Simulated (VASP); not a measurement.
Input of a VASP 6.6.1 run:

File INCAR:

```
SYSTEM = WC
PREC = Accurate ; ENCUT = 520
EDIFF = 1E-6 ; ISMEAR = 0
SIGMA = 0.15 ; LREAL = .FALSE.
LASPH = .TRUE. ; NELM = 60
ALGO = Normal ; ISIF = 2
LWAVE = .FALSE. ; LCHARG = .FALSE.
GGA = PS ; NBANDS = 16
```

KPOINTS

```
Automatic mesh
0
G
  24 24 22
  0 0 0
```

The input POSCAR:

```
WC
1.0
    2.8984136670      0.0000000000      0.0000000000
   -1.4492068335      2.5100998663      0.0000000000
    0.0000000000      0.0000000000      2.8276119036
W C
1 1
Direct
   -0.0022774886     -0.0045549772      0.0000000000
    0.7015258375      0.4030516750      0.5000000000
```

Potentials or basis: VASP PAW PBE potentials, release 64 (W_sv, C).

Launch:

```console
$ cat potpaw_PBE.64/W_sv/POTCAR potpaw_PBE.64/C/POTCAR > POTCAR
$ mpirun -np 1 vasp_std > vasp.out
```

**Question.** Predict the band gap on the k mesh.

**Answer.** Zero (bands 9 and 10 overlap by 1.45 eV).

**Question.** Estimate the largest force.

**Answer.** 3.321 eV/Å.

Stress tensor (GPa, compression positive):
```
-2.86  0.00  0.00
 0.00 13.79  0.00
 0.00  0.00 11.30
```

Caveat: the cell differs from its parent crystal (atoms displaced along a vibrational mode); the cell stands under pressure; the PAW data sets were made with another functional, which shifts forces and pressure a little; spin-orbit coupling is left out, which moves the levels of the heavy elements.
